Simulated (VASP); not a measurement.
Set up this calculation in VASP 6.6.1, as the native input.

```
Task                   : single point
Functional             : PBE
Potentials or basis    : VASP PAW PBE potentials, release 64 (Hf_pv)
Cutoff                 : 520 eV
k mesh                 : 13 × 13 × 7
Occupations            : fermi-dirac, width 0.05 eV
Spin                   : no spin polarisation
Dipole correction      : no
Further INCAR settings : ALGO = Normal; EDIFF = 1e-06; NBANDS = 17
```

The structure of Hf lies in POSCAR:

```
Hf
1.0
    3.1534945994      0.0000000000      0.0000000000
   -1.5767472997      2.7310064337      0.0000000000
    0.0000000000      0.0000000000      4.9894429718
Hf
2
Direct
    0.3333333333      0.6666666667      0.2500000000
    0.6666666667      0.3333333333      0.7500000000
```

This cell differs from its parent crystal: volume scaled by 0.96.

These files were run (other wordings do the same):

INCAR

```
SYSTEM = Hf
  PREC = Accurate
  ENCUT = 520
  EDIFF = 1E-6
  ISMEAR = -1
  SIGMA = 0.05
  LREAL = .False.
  LASPH = .True.
  NELM = 100
  ALGO = Normal
  ISIF = 2
  LWAVE = .False.
  LCHARG = .False.
  GGA = PE
  NBANDS = 17
```

KPOINTS

```
regular mesh
0
Gamma
  13 13 7
  0 0 0
```

Potentials or basis: VASP PAW PBE potentials, release 64 (Hf_pv).

Launch:

```bash
$ cat potpaw_PBE.64/Hf_pv/POTCAR > POTCAR
$ mpirun -np 1 vasp_std > vasp.out
```

It gave:

The pressure is 5.2 GPa and the band gap on the k mesh is zero (band 10 reaches 6.39 eV, above the bottom of band 11 at 4.82 eV).

Caveat: spin-orbit coupling is left out, which moves the levels of the heavy elements.

It took 29 s on 1 thread of AMD EPYC 9R45 96-Core Processor (Zen 5) (shared host), peak memory 0.16 GiB.
